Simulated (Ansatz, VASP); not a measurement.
# CoSi in VASP and in Ansatz

The input INCAR:

```
PREC = Accurate
ENCUT = 600
EDIFF = 1E-6
ISMEAR = 0
SIGMA = 0.1
LREAL = F
LASPH = T
NELM = 80
ALGO = Normal
ISIF = 3
LWAVE = F
LCHARG = F
GGA = PE
IBRION = 2
NSW = 90
EDIFFG = -0.04
```

The input KPOINTS:

```
Automatic mesh
0
Gamma
  4 6 4
```

The input POSCAR:

```
CoSi
1.0
    3.9971157174      0.0000000000      0.0000000000
    0.0000000000      2.6451501071      0.0000000000
    0.0000000000      0.0000000000      4.0810887367
Co Si
2 2
Direct
    0.7500000000      0.0000000000      0.6870000000
    0.2500000000      0.0000000000      0.3130000000
    0.7500000000      0.5000000000      0.1880000000
    0.2500000000      0.5000000000      0.8120000000
```

Input for Ansatz:

```yaml
crystal:
  lattice:
    - [3.9971157174, 0.0, 0.0]
    - [0.0, 2.6451501071, 0.0]
    - [0.0, 0.0, 4.0810887367]
  atoms:
    - { symbol: Co, position: [0.75, 0.0, 0.687] }
    - { symbol: Co, position: [0.25, 0.0, 0.313] }
    - { symbol: Si, position: [0.75, 0.5, 0.188] }
    - { symbol: Si, position: [0.25, 0.5, 0.812] }
basis:
  ecutwfc: 420
kpoints:
  mp_grid: { grid: [4, 6, 4] }
hamiltonian:
  xc: pbe
scf:
  occupations: { method: gaussian, width: 0.1 }
  lower_state_search: "off"
output:
  forces: true
  stress: true
  eigenvalues: true
relax:
  adjacent_minimum: "off"
  f_tol: 0.04
  max_steps: 70
  cell: { stress_tol: 0.4 }
```

Alike in both runs: task relaxation of cell and atoms; functional PBE; k mesh 4 × 6 × 4; occupations gaussian, width 0.1 eV; no spin polarisation.

```csv
,VASP,Ansatz
version,VASP 6.6.1,Ansatz 0.2.0
potentials or method,"VASP PAW PBE potentials, release 64 (Co, Si), cutoff 600 eV","scalar-relativistic, plane waves, PAW"
valence electrons in the cell,26,42
```

```tsv
	VASP	Ansatz	Ansatz less VASP
gap on the k mesh at the Fermi level, each at its own relaxed structure (eV)	none	none	-
relaxed volume (Å³/atom)	10.72	10.74	+0.020
relaxed cell length with the largest relative difference (Å)	2.608	2.641	+0.0330
```

A gap of «none» marks a metal or a gap that the smearing closes. VASP's potentials hold 26 valence electrons a cell and Ansatz's 42, so a difference there can come from the potentials and not from the codes.

The k mesh is coarse, so the values compare programs but aren't converged.
